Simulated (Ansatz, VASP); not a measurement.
# Zr3ZnN2: VASP beside Ansatz

```
CELL_PARAMETERS angstrom
5.97313 0.00000 0.00000
-2.98656 5.17288 0.00000
0.00000 0.00000 3.09521
ATOMIC_POSITIONS crystal
Zr 0.50000 0.00000 0.00000
Zr 0.00000 0.50000 0.00000
Zr 0.50000 0.50000 0.00000
Zn 0.00000 0.00000 0.00000
N 0.33333 0.66667 0.50000
N 0.66667 0.33333 0.50000
```

Alike in both runs: task single point; functional PBE; k mesh 3 × 3 × 6; occupations gaussian, width 0.1 eV; collinear spin.

|  | VASP | Ansatz |
| --- | --- | --- |
| version | VASP 6.6.1 | Ansatz 0.2.0 |
| potentials or method | VASP PAW PBE potentials, release 64 (Zr_sv, Zn, N), cutoff 520 eV | scalar-relativistic, plane waves, PAW |
| valence electrons in the cell | 58 | 58 |

```csv
,VASP,Ansatz,Ansatz less VASP
gap on the k mesh at the Fermi level (eV),none,none,-
pressure (GPa),0.2,0.0,-0.18
net moment per atom (μB),0.00,0.00,-0.001
```

A gap of «none» marks a metal or a gap that the smearing closes. The functional is the same, so the differences come from potentials, cutoffs and numerics. Ansatz's warnings: seeded moment not kept.

The k mesh is coarse, so the values compare programs but aren't converged.
